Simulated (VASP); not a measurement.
WAu, 2 atoms in the cell. Symmetry: F-43m, No. 216, cubic system. The conventional cell has a = 5.818 Å, b = 5.818 Å, c = 5.818 Å, α = 90.00°, β = 90.00°, γ = 90.00°. Within 3.3 Å of W (site symmetry -43m) lie 4 Au at 2.52 Å. Au (site symmetry -43m) has 4 W at 2.52 Å within 3.3 Å. 

| Quantity | Value |
| --- | --- |
| Program | VASP 6.6.1 |
| Task | relaxation of cell and atoms |
| Functional | PBE |
| Potentials or basis | VASP PAW PBE potentials, release 64 (W_sv, Au) |
| Cutoff | 600 eV |
| k mesh | 8 × 8 × 8 |
| Occupations | fermi-dirac, width 0.05 eV |
| Spin | no spin polarisation |
| Dipole correction | no |
| Further INCAR settings | ALGO = Fast; EDIFF = 1e-06; IBRION = 2; EDIFFG = -0.01; NSW = 60; ISIF = 3 |

Potentials or basis: VASP PAW PBE potentials, release 64 (W_sv, Au).

Launch:

```console
$ cat potpaw_PBE.64/W_sv/POTCAR potpaw_PBE.64/Au/POTCAR > POTCAR
$ mpirun -np 1 vasp_std > vasp.out
```

Hardware: 1 thread of Intel(R) Xeon(R) 6975P-C (Granite Rapids), on a shared host.

Task: How long does it take, and how much memory?

Result: Wall time 33 s on 1 thread of Intel(R) Xeon(R) 6975P-C (Granite Rapids), with other jobs on the host, peak memory 0.23 GiB. Counts: scf iterations 29, k points 29, ion steps 3.
